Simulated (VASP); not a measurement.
# YNbSe4 (F-43m) in VASP: further runs

YNbSe4 is run at these levels: PBE; tasks: single point.

Program: VASP 6.6.1. These are calculated values, not measurements. Logs are shortened: lines on timing, memory, paths and dates and some standing lists are left out, and cuts for length are marked.

## (1) The cell of the first run

Symmetry: F-43m, No. 216, cubic system. Conventional cell: a = 8.098 Å, b = 8.098 Å, c = 8.098 Å, α = 90.00°, β = 90.00°, γ = 90.00°. Within 4.4 Å of Y (site symmetry -43m) lie 12 Se at 3.36 Å and 4 Nb at 3.51 Å. Within 4.4 Å of Nb (site symmetry -43m) lie 12 Se at 3.36 Å and 4 Y at 3.51 Å. Se (site symmetry 3m) has 6 Se at 2.85 to 2.87 Å and 3 Nb at 3.36 Å and 3 Y at 3.36 Å within 3.8 Å.

## (2) Single point, PBE, collinear spin, ferromagnetic start

INCAR reads:

```
PREC     = Accurate       # precision mode
ENCUT    = 520            # plane-wave cutoff, eV
EDIFF    = 1E-6           # SCF threshold, eV
ISMEAR   = 0              # smearing method
SIGMA    = 0.1            # smearing width, eV
LREAL    = False          # projectors in reciprocal space
LASPH    = True           # aspherical terms in the spheres
NELM     = 150            # most SCF steps
ALGO     = Normal         # electronic algorithm
ISIF     = 2              # what is computed and relaxed
LWAVE    = False          # write WAVECAR
LCHARG   = False          # write CHGCAR
ISPIN    = 2              # spin polarisation
MAGMOM   = 0.17 2.04 0 0 0 0 # initial moments
LORBIT   = 11             # projections on sites
LMAXMIX  = 4              # l up to which the mixer works
GGA      = PE             # functional
NBANDS   = 37             # bands
```

KPOINTS reads:

```
regular mesh
0
Gamma
  8 8 8
```

POSCAR reads:

```
YNbSe4
1.0
    0.0000000000      4.0491892654      4.0491892654
    4.0491892654      0.0000000000      4.0491892654
    4.0491892654      4.0491892654      0.0000000000
Y Nb Se
1 1 4
Direct
    0.0000000000      0.0000000000      0.0000000000
    0.2500000000      0.2500000000      0.2500000000
    0.6246212570      0.6246212570      0.1261362291
    0.6246212570      0.1261362291      0.6246212570
    0.1261362291      0.6246212570      0.6246212570
    0.6246212570      0.6246212570      0.6246212570
```

Potentials or basis: VASP PAW PBE potentials, release 64 (Y_sv, Nb_sv, Se).

Run with:

```sh
> cat potpaw_PBE.64/Y_sv/POTCAR potpaw_PBE.64/Nb_sv/POTCAR potpaw_PBE.64/Se/POTCAR > POTCAR
> mpirun -np 1 vasp_std > vasp.out
```

OUTCAR:

```text
PREC = Accurate
   ENCUT = 520
   EDIFF = 1E-6
   ISMEAR = 0
   LREAL = False
   LASPH = True
   NELM = 150
   ISIF = 2
   ISPIN = 2
   LORBIT = 11
   GGA = PE

 ion  position               nearest neighbor table
   1  0.000  0.000  0.000-   3 3.36   4 3.36   5 3.36   6 3.36   6 3.36   6 3.36   4 3.36   5 3.36
                             3 3.36   3 3.36   5 3.36   4 3.36   2 3.51   2 3.51   2 3.51   2 3.51
   2  0.250  0.250  0.250-   1 3.51   1 3.51   1 3.51   1 3.51
   3  0.625  0.625  0.126-   1 3.36   1 3.36   1 3.36
   4  0.625  0.126  0.625-   1 3.36   1 3.36   1 3.36
   5  0.126  0.625  0.625-   1 3.36   1 3.36   1 3.36
   6  0.625  0.625  0.625-   1 3.36   1 3.36   1 3.36

  LATTYP: Found a face centered cubic cell.
 ALAT       =     8.0983785308

  Lattice vectors:

 A1 = (   0.0000000000,   4.0491892654,   4.0491892654)
 A2 = (   4.0491892654,   0.0000000000,   4.0491892654)
 A3 = (   4.0491892654,   4.0491892654,   0.0000000000)

Analysis of symmetry for initial positions (statically):
=====================================================================
 Subroutine PRICEL returns:
 Original cell was already a primitive cell.

 Routine SETGRP: Setting up the symmetry group for a
 face centered cubic supercell.

 Subroutine GETGRP returns: Found 24 space group operations
 (whereof 24 operations were pure point group operations)
 out of a pool of 48 trial point group operations.

The static configuration has the point symmetry T_d .

Analysis of symmetry for dynamics (positions and initial velocities):
=====================================================================
 Subroutine PRICEL returns:
 Original cell was already a primitive cell.

 Routine SETGRP: Setting up the symmetry group for a
 face centered cubic supercell.

 Subroutine GETGRP returns: Found 24 space group operations
 (whereof 24 operations were pure point group operations)
 out of a pool of 48 trial point group operations.

The dynamic configuration has the point symmetry T_d .

Analysis of structural, dynamic, and magnetic symmetry:
=====================================================================
 Subroutine PRICEL returns:
 Original cell was already a primitive cell.

 Routine SETGRP: Setting up the symmetry group for a
 face centered cubic supercell.

 Subroutine GETGRP returns: Found 24 space group operations
 (whereof 24 operations were pure point group operations)
[... 146 lines left out ...]
 NGX is ok and might be reduce to    48
   NGX = 21   NGY = 21   NGZ = 21

 number of electron      47.9999999 magnetization       3.1579139

 Free energy of the ion-electron system (eV)
  ---------------------------------------------------
  ext. energy  EPLUGINS =         0.00000000
  ---------------------------------------------------
  free energy    TOTEN  =       -28.20114087 eV

  energy without entropy =      -28.17305593  energy(sigma->0) =      -28.18709840

 E-fermi :   6.5591     XC(G=0): -10.5052

 val. band max:        6.5545147547   @ k =   0.5000   0.0000   0.0000
 cond. band min:       6.5631448834   @ k =   0.3750   0.2500   0.0000
 fundamental gap:      0.0086301287
 Fermi energy:         6.5590694703

 spin component 1

 k-point     1 :       0.0000    0.0000    0.0000
  band No.  band energies     occupation
      1     -49.4740      1.00000
      2     -37.2562      1.00000
      3     -25.6136      1.00000
      4     -25.6136      1.00000
      5     -25.6136      1.00000
      6     -17.2193      1.00000
[... 925 lines left out ...]
     35       9.8952      0.00000
     36      10.5551      0.00000

 [... further k-points ...]

 spin component 2

 k-point     1 :       0.0000    0.0000    0.0000
  band No.  band energies     occupation
      1     -48.2307      1.00000
      2     -37.1481      1.00000
      3     -24.1897      1.00000
      4     -24.1897      1.00000
      5     -24.1897      1.00000
      6     -17.0862      1.00000
[... 925 lines left out ...]
     35      10.4479      0.00000
     36      11.1768      0.00000

 [... further k-points ...]

 [bands above 36 left out]

------------------------ aborting loop because EDIFF is reached ----------------------------------------

  FORCE on cell =-STRESS in cart. coord.  units (eV):
  Direction    XX          YY          ZZ          XY          YZ          ZX
  --------------------------------------------------------------------------------------
  -------------------------------------------------------------------------------------
  Total       -0.0150559     -0.0150559     -0.0150559      0.0000000      0.0000000      0.0000000
  in kB       -0.1816705     -0.1816705     -0.1816705      0.0000000      0.0000000      0.0000000
  external PRESSURE =      -0.1816705 kB  Pullay stress =       0.0000000 kB

 VOLUME and BASIS-vectors are now :
 -----------------------------------------------------------------------------
  energy-cutoff  :      520.00
  volume of cell :      132.78
      direct lattice vectors                 reciprocal lattice vectors
     0.000000000  4.049189265  4.049189265    -0.123481509  0.123481509  0.123481509
     4.049189265  0.000000000  4.049189265     0.123481509 -0.123481509  0.123481509
     4.049189265  4.049189265  0.000000000     0.123481509  0.123481509 -0.123481509

 POSITION                                       TOTAL-FORCE (eV/Angst)
 -----------------------------------------------------------------------------------
      0.00000      0.00000      0.00000         0.000000      0.000000      0.000000
      2.02459      2.02459      2.02459         0.000000      0.000000      0.000000
      3.03996      3.03996      5.05842         0.003024      0.003024     -0.003024
      3.03996      5.05842      3.03996         0.003024     -0.003024      0.003024
      5.05842      3.03996      3.03996        -0.003024      0.003024      0.003024
      5.05842      5.05842      5.05842        -0.003024     -0.003024     -0.003024
 -----------------------------------------------------------------------------------
    total drift:                               -0.000000     -0.000000     -0.000000

  FREE ENERGIE OF THE ION-ELECTRON SYSTEM (eV)
  ---------------------------------------------------
  free  energy   TOTEN  =       -28.2011408732 eV

  energy  without entropy=      -28.1730559320  energy(sigma->0) =      -28.18709840

 total charge

# of ion       s       p       d       f       tot
--------------------------------------------------
    1        2.175   6.154   0.859   0.029   9.216
    2        2.132   5.908   2.499   0.000  10.540
    3        1.536   2.118   0.068   0.000   3.722
    4        1.536   2.118   0.068   0.000   3.722
    5        1.536   2.118   0.068   0.000   3.722
    6        1.536   2.118   0.068   0.000   3.722
--------------------------------------------------
tot         10.451  20.533   3.630   0.029  34.643

 magnetization (x)

# of ion       s       p       d       f       tot
--------------------------------------------------
    1        0.018   0.062   0.186   0.005   0.270
    2        0.046   0.020   1.786   0.000   1.851
    3        0.006  -0.016   0.007   0.000  -0.004
    4        0.006  -0.016   0.007   0.000  -0.004
    5        0.006  -0.016   0.007   0.000  -0.004
    6        0.006  -0.016   0.007   0.000  -0.004
--------------------------------------------------
tot          0.087   0.017   1.997   0.005   2.106
```

OSZICAR:

```text
N       E                     dE             d eps       ncg     rms          rms(c)
DAV:   1     0.325047664384E+03    0.32505E+03   -0.22534E+04  4292   0.120E+03
DAV:   2    -0.462152976806E-01   -0.32509E+03   -0.30723E+03  5598   0.327E+02
DAV:   3    -0.275652659948E+02   -0.27519E+02   -0.26302E+02  6561   0.745E+01
DAV:   4    -0.292602666365E+02   -0.16950E+01   -0.16521E+01  6930   0.179E+01
DAV:   5    -0.292935039421E+02   -0.33237E-01   -0.33165E-01  5863   0.194E+00    0.203E+01
DAV:   6    -0.303777743680E+02   -0.10843E+01   -0.10217E+01  6037   0.114E+01    0.160E+01
DAV:   7    -0.283466764065E+02    0.20311E+01   -0.85163E+00  6311   0.124E+01    0.127E+01
DAV:   8    -0.281559302937E+02    0.19075E+00   -0.76214E-01  5897   0.370E+00    0.550E+00
DAV:   9    -0.281933539580E+02   -0.37424E-01   -0.17802E-01  5470   0.174E+00    0.158E+00
DAV:  10    -0.281912245106E+02    0.21294E-02   -0.21639E-02  6576   0.718E-01    0.549E-01
DAV:  11    -0.281941238772E+02   -0.28994E-02   -0.14293E-02  6140   0.526E-01    0.420E-01
DAV:  12    -0.281963605370E+02   -0.22367E-02   -0.28675E-03  5553   0.212E-01    0.244E-01
DAV:  13    -0.281985370247E+02   -0.21765E-02   -0.30287E-03  5393   0.172E-01    0.206E-01
DAV:  14    -0.282005281147E+02   -0.19911E-02   -0.44956E-03  5578   0.217E-01    0.130E-01
DAV:  15    -0.282010832662E+02   -0.55515E-03   -0.24340E-03  6415   0.174E-01    0.521E-02
DAV:  16    -0.282011270228E+02   -0.43757E-04   -0.29144E-04  6384   0.684E-02    0.304E-02
DAV:  17    -0.282011400308E+02   -0.13008E-04   -0.96330E-05  5366   0.330E-02    0.135E-02
DAV:  18    -0.282011408732E+02   -0.84244E-06   -0.93342E-06  5170   0.133E-02
   1 F= -.28201141E+02 E0= -.28187098E+02  d E =-.280849E-01  mag=     3.1593
```

stdout:

```text
POSCAR found type information on POSCAR Y NbSe
 POSCAR found :  3 types and       6 ions
 scaLAPACK will be used
 LDA part: xc-table for (Slater+PW92), standard interpolation
 POSCAR, INCAR and KPOINTS ok, starting setup
 FFT: planning ... GRIDC
 FFT: planning ... GRID_SOFT
 FFT: planning ... GRID
 WAVECAR not read
 entering main loop
```

It took 8.2 min on 1 thread of Intel Xeon Platinum 8259CL at 2.50GHz (Skylake/Cascade Lake), shared host; peak memory 0.57 GiB.

What came out:

| Item | Value |
| --- | --- |
| Free energy | -28.2011 eV |
| Pressure | 0.0 GPa |
| Largest force | 0.005 eV/Å |
| Net moment | 3.16 μB per cell |
| Site moments | Y +0.27; Nb +1.85; Se -0.00 μB |
| Valence electrons inside the program's atomic spheres | Y 9.22; Nb 10.54; Se 3.72 |

Forces on the atoms (eV/Å):
```
Y    0.000  0.000  0.000
Nb   0.000  0.000  0.000
Se   0.003  0.003 -0.003
Se   0.003 -0.003  0.003
Se  -0.003  0.003  0.003
Se  -0.003 -0.003 -0.003
```

## (3) Single point, PBE, collinear spin, ferromagnetic start

This run uses another cell than the first one, of 26.54 Å³/atom, 1.199 times its volume.

INCAR reads:

```
  ALGO = Normal
  EDIFF = 1E-7
  ENCUT = 520
  GGA = PE
  ISIF = 2
  ISMEAR = 0
  ISPIN = 2
  LASPH = True
  LCHARG = False
  LMAXMIX = 4
  LORBIT = 11
  LREAL = False
  LWAVE = False
  MAGMOM = 0.46 3.2 0.01 0.01 0.01 0.01
  NBANDS = 37
  NELM = 150
  PREC = Accurate
  SIGMA = 0.1
```

KPOINTS reads:

```
k-points
0
Gamma
  4 4 4
```

POSCAR reads:

```
YNbSe4
1.0
    0.0000000000      4.3020900600      4.3020900600
    4.3020900600      0.0000000000      4.3020900600
    4.3020900600      4.3020900600      0.0000000000
Y Nb Se
1 1 4
Direct
    0.0000000000      0.0000000000      0.0000000000
    0.7500000000      0.7500000000      0.7500000000
    0.8731060000      0.3756313300      0.3756313300
    0.3756313300      0.3756313300      0.3756313300
    0.3756313300      0.8731060000      0.3756313300
    0.3756313300      0.3756313300      0.8731060000
```

Potentials or basis: VASP PAW PBE potentials, release 64 (Y_sv, Nb_sv, Se).

Run with:

```sh
> cat potpaw_PBE.64/Y_sv/POTCAR potpaw_PBE.64/Nb_sv/POTCAR potpaw_PBE.64/Se/POTCAR > POTCAR
> mpirun -np 1 vasp_std > vasp.out
```

OUTCAR:

```text
EDIFF = 1E-7
   ENCUT = 520
   GGA = PE
   ISIF = 2
   ISMEAR = 0
   ISPIN = 2
   LASPH = True
   LORBIT = 11
   LREAL = False
   NELM = 150
   PREC = Accurate

 ion  position               nearest neighbor table
   1  0.000  0.000  0.000-   3 3.57   5 3.57   6 3.57   4 3.57   4 3.57   4 3.57   3 3.57   3 3.57
                             6 3.57   5 3.57   5 3.57   6 3.57
   2  0.750  0.750  0.750-
   3  0.873  0.376  0.376-   1 3.57   1 3.57   1 3.57
   4  0.376  0.376  0.376-   1 3.57   1 3.57   1 3.57
   5  0.376  0.873  0.376-   1 3.57   1 3.57   1 3.57
   6  0.376  0.376  0.873-   1 3.57   1 3.57   1 3.57

  LATTYP: Found a face centered cubic cell.
 ALAT       =     8.6041801200

  Lattice vectors:

 A1 = (   0.0000000000,   4.3020900600,   4.3020900600)
 A2 = (   4.3020900600,   0.0000000000,   4.3020900600)
 A3 = (   4.3020900600,   4.3020900600,   0.0000000000)

Analysis of symmetry for initial positions (statically):
=====================================================================
 Subroutine PRICEL returns:
 Original cell was already a primitive cell.

 Routine SETGRP: Setting up the symmetry group for a
 face centered cubic supercell.

 Subroutine GETGRP returns: Found 24 space group operations
 (whereof 24 operations were pure point group operations)
 out of a pool of 48 trial point group operations.

The static configuration has the point symmetry T_d .

Analysis of symmetry for dynamics (positions and initial velocities):
=====================================================================
 Subroutine PRICEL returns:
 Original cell was already a primitive cell.

 Routine SETGRP: Setting up the symmetry group for a
 face centered cubic supercell.

 Subroutine GETGRP returns: Found 24 space group operations
[... 164 lines left out ...]
 spin component 1

 k-point     1 :       0.0000    0.0000    0.0000
  band No.  band energies     occupation
      1     -51.4070      1.00000
      2     -39.8239      1.00000
      3     -27.5602      1.00000
      4     -27.5602      1.00000
      5     -27.5602      1.00000
      6     -19.7246      1.00000
[... 301 lines left out ...]
     35       7.7102      0.00000
     36       7.9231      0.00000
 Fermi energy:         4.7103201330

 spin component 2

 k-point     1 :       0.0000    0.0000    0.0000
  band No.  band energies     occupation
      1     -49.8241      1.00000
      2     -39.6369      1.00000
      3     -25.7481      1.00000
      4     -25.7481      1.00000
      5     -25.7481      1.00000
      6     -19.4950      1.00000
[... 301 lines left out ...]
     35       8.5355      0.00000
     36       8.8043      0.00000
 [bands above 36 left out]

------------------------ aborting loop because EDIFF is reached ----------------------------------------

  FORCE on cell =-STRESS in cart. coord.  units (eV):
  Direction    XX          YY          ZZ          XY          YZ          ZX
  --------------------------------------------------------------------------------------
  -------------------------------------------------------------------------------------
  Total       -7.0412904     -7.0412904     -7.0412904     -0.0000000      0.0000000     -0.0000000
  in kB      -70.8425768    -70.8425768    -70.8425768     -0.0000000      0.0000000     -0.0000000
  external PRESSURE =     -70.8425768 kB  Pullay stress =       0.0000000 kB

 VOLUME and BASIS-vectors are now :
 -----------------------------------------------------------------------------
  energy-cutoff  :      520.00
  volume of cell :      159.25
      direct lattice vectors                 reciprocal lattice vectors
     0.000000000  4.302090060  4.302090060    -0.116222579  0.116222579  0.116222579
     4.302090060  0.000000000  4.302090060     0.116222579 -0.116222579  0.116222579
     4.302090060  4.302090060  0.000000000     0.116222579  0.116222579 -0.116222579

 POSITION                                       TOTAL-FORCE (eV/Angst)
 -----------------------------------------------------------------------------------
      0.00000      0.00000      0.00000        -0.000000     -0.000000      0.000000
      6.45314      6.45314      6.45314        -0.000000     -0.000000      0.000000
      3.23200      5.37218      5.37218         0.017846     -0.017846     -0.017846
      3.23200      3.23200      3.23200         0.017846      0.017846      0.017846
      5.37218      3.23200      5.37218        -0.017846      0.017846     -0.017846
      5.37218      5.37218      3.23200        -0.017846     -0.017846      0.017846
 -----------------------------------------------------------------------------------
    total drift:                                0.000030      0.000030      0.000030

  FREE ENERGIE OF THE ION-ELECTRON SYSTEM (eV)
  ---------------------------------------------------
  free  energy   TOTEN  =       -27.4784257007 eV

  energy  without entropy=      -27.4521309463  energy(sigma->0) =      -27.46527832

 total charge

# of ion       s       p       d       f       tot
--------------------------------------------------
    1        2.151   6.080   0.719   0.017   8.967
    2        2.116   5.896   2.510   0.000  10.521
    3        1.529   2.097   0.036   0.000   3.662
    4        1.529   2.097   0.036   0.000   3.662
    5        1.529   2.097   0.036   0.000   3.662
    6        1.529   2.097   0.036   0.000   3.662
--------------------------------------------------
tot         10.384  20.362   3.373   0.017  34.136

 magnetization (x)

# of ion       s       p       d       f       tot
--------------------------------------------------
    1        0.041   0.073   0.301   0.004   0.419
    2        0.073   0.023   2.242   0.000   2.339
    3        0.006  -0.012   0.006   0.000   0.000
    4        0.006  -0.012   0.006   0.000   0.000
    5        0.006  -0.012   0.006   0.000   0.000
    6        0.006  -0.012   0.006   0.000   0.000
--------------------------------------------------
tot          0.136   0.050   2.569   0.004   2.759
```

It took 3.2 min on 1 thread of Intel Xeon Platinum 8259CL at 2.50GHz (Skylake/Cascade Lake), shared host; peak memory 0.45 GiB.

Results:

```yaml
Free_energy: -27.4784 eV
Pressure: -7.1 GPa
Largest_force: 0.031 eV/Å
Net_moment: 4.33 μB per cell
Site_moments: Y +0.42; Nb +2.34; Se +0.00 μB
Valence_electrons_inside_the_program's_atomic_spheres: Y 8.97; Nb 10.52; Se 3.66
```

Forces in eV/Å, atoms in the order of the input:
```
Y    0.000  0.000  0.000
Nb   0.000  0.000  0.000
Se   0.018 -0.018 -0.018
Se   0.018  0.018  0.018
Se  -0.018  0.018 -0.018
Se  -0.018 -0.018  0.018
```
